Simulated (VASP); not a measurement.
Wanted: the native input for a VASP 6.6.1 run.

```yaml
Task: single point
Functional: LDA
Potentials_or_basis: VASP PAW LDA potentials, release 64 (Hf_pv, O)
Cutoff: 520 eV
k_mesh: 4 × 4 × 4
Occupations: gaussian, width 0.1 eV
Spin: no spin polarisation
Dipole_correction: no
Further_INCAR_settings: ALGO = Normal; EDIFF = 1e-07; NBANDS = 56
```

The structure of HfO2 lies in POSCAR:

```
HfO2
1.0
    5.2194633600      0.0000000000      0.0000000000
    0.0000000000      5.0047636900      0.0000000000
    0.0000000000      0.0000000000      5.0326850500
Hf O
4 8
Direct
    0.0330060000      0.2674791800      0.2414403500
    0.4669940000      0.2674791800      0.7414403500
    0.5330060000      0.7325208200      0.2414403500
    0.9669940000      0.7325208200      0.7414403500
    0.3678725500      0.0713546000      0.3792672600
    0.1321274500      0.0713546000      0.8792672600
    0.7339485200      0.4601169500      0.4922923900
    0.7660514800      0.4601169500      0.9922923900
    0.2660514800      0.5398830500      0.9922923900
    0.2339485200      0.5398830500      0.4922923900
    0.8678725500      0.9286454000      0.3792672600
    0.6321274500      0.9286454000      0.8792672600
```

The input as run:

INCAR

```
SYSTEM = HfO2
PREC = Accurate ; ENCUT = 520
EDIFF = 1E-7 ; ISMEAR = 0
SIGMA = 0.1 ; LREAL = .FALSE.
LASPH = .TRUE. ; NELM = 60
ALGO = Normal ; ISIF = 2
LWAVE = .FALSE. ; LCHARG = .FALSE.
GGA = CA ; NBANDS = 56
```

KPOINTS

```
regular mesh
0
G
  4 4 4
  0 0 0
```

Potentials or basis: VASP PAW LDA potentials, release 64 (Hf_pv, O).

Command:

```bash
$ cat potpaw_LDA.64/Hf_pv/POTCAR potpaw_LDA.64/O/POTCAR > POTCAR
$ mpirun -np 1 vasp_std > vasp.out
```

Results of the run:

The pressure is -7.5 GPa and the largest force is 0.106 eV/Å. The band gap on the k mesh is 4.27 eV (least direct gap 4.46 eV).

Caveat: the cell stands under tension; spin-orbit coupling is left out, which moves the levels of the heavy elements.

Wall time 5.4 min on 1 thread of Intel Xeon 8259CL, on a shared host, peak memory 0.29 GiB.
